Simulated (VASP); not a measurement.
# PbS (P-6m2) in VASP: notebook

The runs below take PbS through single point, with PBEsol, r2SCAN.

Everything below comes from runs of VASP 6.6.1. Logs are shortened: lines on timing, memory, paths and dates and some standing lists are left out, and cuts for length are marked.

**1. The cell of the first run**

It takes space group P-6m2 (No. 187, hexagonal). Conventional cell: a = 4.090 Å, b = 4.090 Å, c = 3.788 Å, α = 90.00°, β = 90.00°, γ = 120.00°. Within 4.0 Å of Pb (site symmetry -6m2) lie 6 S at 3.03 Å and 2 Pb at 3.79 Å. S (site symmetry -6m2) has 6 Pb at 3.03 Å and 2 S at 3.79 Å within 4.0 Å.

**2. Single point, PBEsol**

INCAR

```
ALGO     = Normal         # electronic algorithm
EDIFF    = 1E-6           # SCF threshold, eV
ENCUT    = 500            # plane-wave cutoff, eV
GGA      = PS             # functional
GGA_COMPAT= F            
ISIF     = 2              # what is computed and relaxed
ISMEAR   = -1             # smearing method
LASPH    = T              # aspherical terms in the spheres
LCHARG   = T              # write CHGCAR
LELF     = T              # ELF
LREAL    = F              # projectors in reciprocal space
LVHAR    = T            
LWAVE    = F              # write WAVECAR
NBANDS   = 17             # bands
NELM     = 120            # most SCF steps
PREC     = Accurate       # precision mode
SIGMA    = 0.1            # smearing width, eV
```

KPOINTS

```
k-points
0
Gamma
  3 3 4
```

POSCAR

```
PbS
1.0
    4.0896976900      0.0000000000      0.0000000000
   -2.0448488400      3.5417820900      0.0000000000
    0.0000000000      0.0000000000      3.7881670000
Pb S
1 1
Direct
    0.0000000000      0.0000000000      0.0000000000
    0.6666666700      0.3333333300      0.5000000000
```

Potentials or basis: VASP PAW PBE potentials, release 64 (Pb_d, S).

Launch:

```bash
cat potpaw_PBE.64/Pb_d/POTCAR potpaw_PBE.64/S/POTCAR > POTCAR
mpirun -np 1 vasp_std > vasp.out
```

OUTCAR:

```text
EDIFF = 1E-6
   ENCUT = 500
   GGA = PS
   ISIF = 2
   ISMEAR = -1
   LASPH = T
   LREAL = F
   NELM = 120
   PREC = Accurate

 ion  position               nearest neighbor table
   1  0.000  0.000  0.000-   2 3.03   2 3.03   2 3.03   2 3.03   2 3.03   2 3.03
   2  0.667  0.333  0.500-   1 3.03   1 3.03   1 3.03   1 3.03   1 3.03   1 3.03

  LATTYP: Found a hexagonal cell.
 ALAT       =     4.0896976900
 C/A-ratio  =     0.9262706653

  Lattice vectors:

 A1 = (   4.0896976900,   0.0000000000,   0.0000000000)
 A2 = (  -2.0448488400,   3.5417820900,   0.0000000000)
 A3 = (   0.0000000000,   0.0000000000,   3.7881670000)

Analysis of symmetry for initial positions (statically):
=====================================================================
 Subroutine PRICEL returns:
 Original cell was already a primitive cell.

 Routine SETGRP: Setting up the symmetry group for a
 hexagonal supercell.

 Subroutine GETGRP returns: Found 12 space group operations
 (whereof 12 operations were pure point group operations)
 out of a pool of 24 trial point group operations.

The static configuration has the point symmetry D_3h.

Analysis of symmetry for dynamics (positions and initial velocities):
=====================================================================
 Subroutine PRICEL returns:
 Original cell was already a primitive cell.

 Routine SETGRP: Setting up the symmetry group for a
 hexagonal supercell.

 Subroutine GETGRP returns: Found 12 space group operations
 (whereof 12 operations were pure point group operations)
 out of a pool of 24 trial point group operations.

The dynamic configuration has the point symmetry D_3h.

 Subroutine INISYM returns: Found 12 space group operations
 (whereof 12 operations are pure point group operations),
 and found     1 'primitive' translations

----------------------------------------------------------------------------------------

                                     Primitive cell

  volume of cell :      54.8709

  direct lattice vectors                    reciprocal lattice vectors
     4.089697690  0.000000000  0.000000000     0.244516851  0.141171869  0.000000000
    -2.044848840  3.541782090  0.000000000     0.000000000  0.282343740  0.000000000
[... 63 lines left out ...]
   ISPIN  =      1    spin polarized calculation?
   LNONCOLLINEAR =      F non collinear calculations
   LSORBIT =      F    spin-orbit coupling
   LASPH  =      T    aspherical Exc in radial PAW
   ENCUT  =  500.0 eV  36.75 Ry    6.06 a.u.   7.46  7.46  6.91*2*pi/ulx,y,z
   NELM   =    120;   NELMIN=  2; NELMDL= -5     # of ELM steps
   EDIFF  = 0.1E-05   stopping-criterion for ELM
   LREAL  =      F    real-space projection
   EDIFFG = 0.1E-04   stopping-criterion for IOM
   NSW    =      0    number of steps for IOM
   IBRION =     -1    ionic relax: 0-MD 1-quasi-New 2-CG
   NFREE  =      0    steps in history (QN), initial steepest desc. (CG)
   ISIF   =      2    stress and relaxation
   ISYM   =      2    0-nonsym 1-usesym 2-fastsym
   POTIM  = 0.5000    time-step for ionic-motion
   TEBEG  =    0.0;   TEEND  =   0.0 temperature during run
   PSTRESS=    0.0 pullay stress
   NELECT =      20.0000    total number of electrons
   NUPDOWN=      -1.0000    fix difference up-down
   EMIN   =  10.00;   EMAX   =-10.00  energy-range for DOS
   EFERMI =   0.00;   METHOD = LEGACY
   ISMEAR =    -1;   SIGMA  =   0.10  broadening in eV -4-tet -1-fermi 0-gaus
   EFERMI_NEDOS =   21; number of points for ismear=-14 and -15
   IALGO  =     38    algorithm
   IMIX   =      4    mixing-type and parameters
     AMIX     =   0.40;   BMIX     =  1.00
     AMIX_MAG =   1.60;   BMIX_MAG =  1.00
  volume/ion in A,a.u.               =      27.44       185.14
  Fermi-wavevector in a.u.,A,eV,Ry     =   1.169421  2.209885 18.606576  1.367545
  Thomas-Fermi vector in A             =   2.305894
   LORBIT       =      0    0 simple, 1 ext, 2 COOP (PROOUT), +10 PAW based schemes
   GGA     = PS    functional components
   LHFCALC =     F    Hartree Fock is set to
   AEXX    =    0.0000 exact exchange contribution
   IVDW    =     0    specifies the selected vdW correction
   LEPSILON=     F    determine dielectric tensor
   LRPA    =     F    only Hartree local field effects (RPA)
 non-spin polarized calculation
  energy-cutoff  :      500.00
  volume of cell :       54.87
 maximum number of plane-waves:      1412
 NGX is ok and might be reduce to    30
   NGX = 15   NGY = 15   NGZ = 13

 number of electron      19.9999998 magnetization

 Free energy of the ion-electron system (eV)
  ---------------------------------------------------
  ext. energy  EPLUGINS =         0.00000000
  ---------------------------------------------------
  free energy    TOTEN  =        -9.21033595 eV

  energy without entropy =       -9.19867890  energy(sigma->0) =       -9.20450742

 E-fermi :   5.0138     XC(G=0):  -9.6575

 val. band max:        5.0102393000   @ k =   0.0000   0.0000   0.5000
 cond. band min:       5.1130776286   @ k =   0.3333   0.3333   0.0000
 fundamental gap:      0.1028383286
 Fermi energy:         5.0137601043

 k-point     1 :       0.0000    0.0000    0.0000
  band No.  band energies     occupation
      1     -11.7807      2.00000
      2     -11.7272      2.00000
      3     -11.7272      2.00000
      4     -11.6502      2.00000
      5     -11.6502      2.00000
      6      -8.1722      2.00000
[... 157 lines left out ...]
      4     -11.6841      2.00000
      5     -11.6153      2.00000
      6      -6.3564      2.00000
[... 9 lines left out ...]
     16      15.9699      0.00000
     17      16.5772      0.00000

------------------------ aborting loop because EDIFF is reached ----------------------------------------

  FORCE on cell =-STRESS in cart. coord.  units (eV):
  Direction    XX          YY          ZZ          XY          YZ          ZX
  --------------------------------------------------------------------------------------
  -------------------------------------------------------------------------------------
  Total       -1.5268555     -1.5268555     -1.3598403     -0.0000000     -0.0000000      0.0000000
  in kB      -44.5826994    -44.5826994    -39.7060164     -0.0000001     -0.0000000      0.0000000
  external PRESSURE =     -42.9571384 kB  Pullay stress =       0.0000000 kB

 VOLUME and BASIS-vectors are now :
 -----------------------------------------------------------------------------
  energy-cutoff  :      500.00
  volume of cell :       54.87
      direct lattice vectors                 reciprocal lattice vectors
     4.089697690  0.000000000  0.000000000     0.244516851  0.141171869  0.000000000
    -2.044848840  3.541782090  0.000000000     0.000000000  0.282343740  0.000000000
     0.000000000  0.000000000  3.788167000     0.000000000  0.000000000  0.263979914

 POSITION                                       TOTAL-FORCE (eV/Angst)
 -----------------------------------------------------------------------------------
      0.00000      0.00000      0.00000        -0.000000     -0.000000      0.000000
      2.04485      1.18059      1.89408         0.000000      0.000000      0.000000
 -----------------------------------------------------------------------------------
    total drift:                               -0.000011      0.000006     -0.000000

  FREE ENERGIE OF THE ION-ELECTRON SYSTEM (eV)
  ---------------------------------------------------
  free  energy   TOTEN  =        -9.2103359509 eV

  energy  without entropy=       -9.1986788980  energy(sigma->0) =       -9.20450742
```

Run time: 8.7 s. Hardware: 1 thread of Intel Xeon Platinum 8488C (Sapphire Rapids), shared host; peak memory 0.16 GiB.

Results:

| Quantity | Value |
| --- | --- |
| Free energy | -9.2103 eV |
| Pressure | -4.3 GPa |
| Band gap on the k mesh | zero (band 10 reaches 5.11 eV, above the bottom of band 11 at 4.65 eV) |

Stress tensor (GPa, compression positive):
```
-4.46  0.00  0.00
 0.00 -4.46  0.00
 0.00  0.00 -3.97
```

Caveat: the k points lie up to 0.59 Å⁻¹ apart; the PAW data sets were made with another functional, which shifts forces and pressure a little; spin-orbit coupling is left out, which moves the levels of the heavy elements.

**3. Single point, r2SCAN**

POSCAR is that of step 2.

INCAR.step1

```
  PREC = Accurate
  ENCUT = 550
  ISMEAR = -1
  SIGMA = 0.1
  LREAL = False
  LASPH = True
  NELM = 120
  NBANDS = 17
  GGA = PE
  ALGO = Normal
  EDIFF = 1E-5
  LWAVE = True
  LCHARG = False
  GGA_COMPAT = False
```

INCAR.step2

```
  PREC = Accurate
  ENCUT = 550
  EDIFF = 1E-6
  ISMEAR = -1
  SIGMA = 0.1
  LREAL = False
  LASPH = True
  NELM = 120
  ALGO = Normal
  ISIF = 2
  LWAVE = False
  LCHARG = False
  METAGGA = R2SCAN
  LMIXTAU = True
  NBANDS = 17
  ISTART = 1
  GGA_COMPAT = False
```

KPOINTS

```
Automatic mesh
0
Gamma
  3 3 4
```

Potentials or basis: VASP PAW PBE potentials, release 64 (Pb_d, S).

Launch:

```bash
cat potpaw_PBE.64/Pb_d/POTCAR potpaw_PBE.64/S/POTCAR > POTCAR
cp INCAR.step1 INCAR
mpirun -np 1 vasp_std > vasp.out
cp INCAR.step2 INCAR
mpirun -np 1 vasp_std > vasp.out
```

OUTCAR:

```text
PREC = Accurate
   ENCUT = 550
   EDIFF = 1E-6
   ISMEAR = -1
   LREAL = False
   LASPH = True
   NELM = 120
   ISIF = 2
   METAGGA = R2SCAN
   ISTART = 1

 ion  position               nearest neighbor table
   1  0.000  0.000  0.000-   2 3.03   2 3.03   2 3.03   2 3.03   2 3.03   2 3.03
   2  0.667  0.333  0.500-   1 3.03   1 3.03   1 3.03   1 3.03   1 3.03   1 3.03

  LATTYP: Found a hexagonal cell.
 ALAT       =     4.0896976900
 C/A-ratio  =     0.9262706653

  Lattice vectors:

 A1 = (   4.0896976900,   0.0000000000,   0.0000000000)
 A2 = (  -2.0448488400,   3.5417820900,   0.0000000000)
 A3 = (   0.0000000000,   0.0000000000,   3.7881670000)

Analysis of symmetry for initial positions (statically):
=====================================================================
 Subroutine PRICEL returns:
 Original cell was already a primitive cell.

 Routine SETGRP: Setting up the symmetry group for a
 hexagonal supercell.

 Subroutine GETGRP returns: Found 12 space group operations
[... 144 lines left out ...]
  ---------------------------------------------------
  free energy    TOTEN  =       -65.35049484 eV

  energy without entropy =      -65.33495933  energy(sigma->0) =      -65.34272708

 E-fermi :   5.0465     XC(G=0): -10.0028

 val. band max:        5.0256230502   @ k =   0.0000   0.0000   0.5000
 cond. band min:       5.1034955593   @ k =   0.3333   0.3333   0.0000
 fundamental gap:      0.0778725091
 Fermi energy:         5.0464703893

 k-point     1 :       0.0000    0.0000    0.0000
  band No.  band energies     occupation
      1     -12.4961      2.00000
      2     -12.4478      2.00000
      3     -12.4478      2.00000
      4     -12.3664      2.00000
      5     -12.3664      2.00000
      6      -8.7541      2.00000
[... 157 lines left out ...]
      4     -12.4050      2.00000
      5     -12.3361      2.00000
      6      -6.9303      2.00000
[... 9 lines left out ...]
     16      16.7619      0.00000
     17      17.1840      0.00000

------------------------ aborting loop because EDIFF is reached ----------------------------------------

  FORCE on cell =-STRESS in cart. coord.  units (eV):
  Direction    XX          YY          ZZ          XY          YZ          ZX
  --------------------------------------------------------------------------------------
  -------------------------------------------------------------------------------------
  Total       -0.9207786     -0.9207786     -0.6052433     -0.0000000      0.0000000      0.0000000
  in kB      -26.8858424    -26.8858424    -17.6725181     -0.0000000      0.0000000      0.0000000
  external PRESSURE =     -23.8147343 kB  Pullay stress =       0.0000000 kB

 VOLUME and BASIS-vectors are now :
 -----------------------------------------------------------------------------
  energy-cutoff  :      550.00
  volume of cell :       54.87
      direct lattice vectors                 reciprocal lattice vectors
     4.089697690  0.000000000  0.000000000     0.244516851  0.141171869  0.000000000
    -2.044848840  3.541782090  0.000000000     0.000000000  0.282343740  0.000000000
     0.000000000  0.000000000  3.788167000     0.000000000  0.000000000  0.263979914

 POSITION                                       TOTAL-FORCE (eV/Angst)
 -----------------------------------------------------------------------------------
      0.00000      0.00000      0.00000        -0.000000      0.000000      0.000000
      2.04485      1.18059      1.89408         0.000000     -0.000000      0.000000
 -----------------------------------------------------------------------------------
    total drift:                               -0.000011      0.000006     -0.000000

  FREE ENERGIE OF THE ION-ELECTRON SYSTEM (eV)
  ---------------------------------------------------
  free  energy   TOTEN  =       -65.3504948389 eV

  energy  without entropy=      -65.3349593280  energy(sigma->0) =      -65.34272708
```

OUTCAR.step1:

```text
PREC = Accurate
   ENCUT = 550
   ISMEAR = -1
   LREAL = False
   LASPH = True
[... 384 lines left out ...]
      0.00000      0.00000      0.00000        -0.000000      0.000000      0.000000
      2.04485      1.18059      1.89408         0.000000      0.000000      0.000000
 -----------------------------------------------------------------------------------
    total drift:                               -0.000011      0.000006     -0.000000

  FREE ENERGIE OF THE ION-ELECTRON SYSTEM (eV)
  ---------------------------------------------------
  free  energy   TOTEN  =        -8.5427518790 eV

  energy  without entropy=       -8.5297538321  energy(sigma->0) =       -8.53625286
```

It took 33 s on 1 thread of Intel Xeon Platinum 8488C (Sapphire Rapids), shared host; peak memory 0.18 GiB.

Results:

```
Free energy            : -65.3505 eV
Pressure               : -2.4 GPa
Band gap on the k mesh : zero (band 10 reaches 5.10 eV, above the bottom of band 11 at 4.86 eV)
```

Levels at points of the mesh, in eV from the Fermi level:
```
           k point  band 8  band 9  band 10  band 11  band 12  band 13
(0.00, 0.00, 0.00)   -2.35   -1.87    -1.87     3.71     3.71     5.71
(0.00, 0.00, 0.50)   -1.28   -1.28    -0.02     1.21     4.13     4.13
```

Caveat: the k points lie up to 0.59 Å⁻¹ apart; the PAW data sets were made with another functional, which shifts forces and pressure a little; spin-orbit coupling is left out, which moves the levels of the heavy elements.
